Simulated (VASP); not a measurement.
GaN:

```
Ga N
1.0
     0.00000    2.25350    2.25350
     2.25350    0.00000    2.25350
     2.25350    2.25350    0.00000
Ga N
1 1
Direct
  0.00000 0.00000 0.00000
  0.75000 0.75000 0.75000
```

| Item | Value |
| --- | --- |
| Program | VASP 6.6.1 |
| Task | relaxation of cell and atoms |
| Functional | PBE |
| Potentials or basis | VASP PAW PBE potentials, release 64 (Ga_d, N) |
| Cutoff | 600 eV |
| k mesh | 6 × 6 × 6 |
| Occupations | gaussian, width 0.1 eV |
| Spin | no spin polarisation |

At the start: pressure 4.9 GPa; volume 11.44 Å³/atom.

Task: Where does the relaxation end?

Result: Over 3 steps the energy falls by 4.6 meV/atom and the volume is 11.76 Å³/atom (+2.7 %); space group F-43m (No. 216, to 0.05 Å).

The path:
```
step  energy change (eV)  largest force (eV/Å)  pressure (GPa)  volume (Å³)
   1              0.0000                0.0000            4.88        22.89
   2             -0.0028                0.0000           -3.72        24.06
   3             -0.0093                0.0000           -0.08        23.51
```

Final structure:
```
Ga N
1.0
     0.00000    2.27388    2.27388
     2.27388    0.00000    2.27388
     2.27388    2.27388    0.00000
Ga N
1 1
Cartesian
  0.0000 0.0000 0.0000
  3.4108 3.4108 3.4108
```
